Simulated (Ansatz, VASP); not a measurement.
# One calculation of SrTiO3, two programs

INCAR

```
SYSTEM = SrTiO3
  PREC = Accurate
  ENCUT = 600
  EDIFF = 1E-6
  ISMEAR = -1
  SIGMA = 0.1
  LREAL = .False.
  LASPH = .True.
  NELM = 200
  ALGO = Normal
  ISIF = 2
  LWAVE = .False.
  LCHARG = .False.
  ISPIN = 2
  MAGMOM = 0 0 0 0 0
  LORBIT = 11
  LMAXMIX = 4
  GGA = PE
  NBANDS = 32
  GGA_COMPAT = .False.
```

KPOINTS

```
regular mesh
0
Gamma
  3 3 3
  0 0 0
```

The input POSCAR:

```
SrTiO3
1.0
    3.9050000000      0.0000000000      0.0000000000
    0.0000000000      3.9050000000      0.0000000000
    0.0000000000      0.0000000000      3.9050000000
Sr Ti O
1 1 3
Direct
    0.5000000000      0.5000000000      0.5000000000
    0.0000000000      0.0000000000      0.0000000000
    0.5000000000      0.0000000000      0.0000000000
    0.0000000000      0.5000000000      0.0000000000
    0.0000000000      0.0000000000      0.5000000000
```

Input for Ansatz:

```yaml
crystal:
  lattice:
    - [3.905, 0, 0]
    - [0, 3.905, 0]
    - [0, 0, 3.905]
  atoms:
    - { symbol: Sr, position: [0.5, 0.5, 0.5] }
    - { symbol: Ti, position: [0, 0, 0] }
    - { symbol: O, position: [0.5, 0, 0] }
    - { symbol: O, position: [0, 0.5, 0] }
    - { symbol: O, position: [0, 0, 0.5] }
kpoints:
  mp_grid: { grid: [3, 3, 3], shift: [0, 0, 0] }
hamiltonian:
  xc: pbe
  pseudopotentials: { kind: nc }
scf:
  occupations: { method: fermi_dirac }
magnetization:
  spin_polarized: true
```

Alike in both runs: task single point; functional PBE; k mesh 3 × 3 × 3; collinear spin.

|  | VASP | Ansatz |
| --- | --- | --- |
| version | VASP 6.6.1 | Ansatz 0.2 development build |
| potentials or method | VASP PAW PBE potentials, release 64 (Sr_sv, Ti_sv, O) | scalar-relativistic |
| plane-wave cutoff (eV) | 600 | 1240 |
| occupations | fermi-dirac, width 0.1 eV | fermi-dirac |

```tsv
	VASP	Ansatz	Ansatz less VASP
net moment per atom (μB)	0.00	0.00	0.000
```

The k mesh is coarse, so the values compare programs but aren't converged.
